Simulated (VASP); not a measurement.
Wanted: the native input for a VASP 6.6.1 run.

* Task: single point
* Functional: r2SCAN
* Potentials or basis: VASP PAW PBE potentials, release 64 (Ti_sv, C)
* Cutoff: 520 eV
* k mesh: 18 × 18 × 18
* Occupations: gaussian, width 0.15 eV
* Spin: no spin polarisation
* Dipole correction: no
* Further INCAR settings: ALGO = Normal; EDIFF = 1e-07; NBANDS = 15

The system is TiC.

```
CELL_PARAMETERS angstrom
0.00000 2.22892 2.09908
2.22892 0.00000 2.09908
2.22892 2.22892 0.00000
ATOMIC_POSITIONS crystal
Ti 0.00000 0.00000 0.00000
C 0.50000 0.50000 0.50000
```

This cell differs from its parent crystal: strain +0.030 along x and y, -0.030 along z.

These files were run (other wordings do the same):

POSCAR

```
TiC
1.0
    0.0000000000      2.2289200000      2.0990800000
    2.2289200000      0.0000000000      2.0990800000
    2.2289200000      2.2289200000      0.0000000000
Ti C
1 1
Direct
    0.0000000000      0.0000000000      0.0000000000
    0.5000000000      0.5000000000      0.5000000000
```

INCAR.step1

```
SYSTEM = TiC
PREC = Accurate ; ENCUT = 520
ISMEAR = 0 ; SIGMA = 0.15
LREAL = .FALSE. ; LASPH = .TRUE.
NELM = 60 ; NBANDS = 15
GGA = PE ; ALGO = Normal
EDIFF = 1E-4 ; LWAVE = .TRUE.
LCHARG = .FALSE.
```

INCAR.step2

```
SYSTEM = TiC
PREC = Accurate ; ENCUT = 520
EDIFF = 1E-7 ; ISMEAR = 0
SIGMA = 0.15 ; LREAL = .FALSE.
LASPH = .TRUE. ; NELM = 60
ALGO = Normal ; ISIF = 2
LWAVE = .FALSE. ; LCHARG = .TRUE.
METAGGA = R2SCAN ; LMIXTAU = .TRUE.
LELF = .TRUE. ; LVHAR = .TRUE.
NBANDS = 15 ; ISTART = 1
```

KPOINTS

```
Automatic mesh
0
G
  18 18 18
  0 0 0
```

Potentials or basis: VASP PAW PBE potentials, release 64 (Ti_sv, C).

The run is started by

```sh
$ cat potpaw_PBE.64/Ti_sv/POTCAR potpaw_PBE.64/C/POTCAR > POTCAR
$ cp INCAR.step1 INCAR
$ mpirun -np 1 vasp_std > vasp.out
$ cp INCAR.step2 INCAR
$ mpirun -np 1 vasp_std > vasp.out
```

Results of the run:

| Item | Value |
| --- | --- |
| Pressure | -4.6 GPa |
| Band gap on the k mesh | zero (bands 8 and 9 overlap by 1.99 eV) |

Caveat: the cell differs from its parent crystal (strain +0.030 along x and y, -0.030 along z); the cell stands under tension; the PAW data sets were made with another functional, which shifts forces and pressure a little.

Wall time 4.6 min on 1 thread of AMD EPYC 9R45 96-Core Processor (Zen 5) (shared host), peak memory 0.24 GiB.
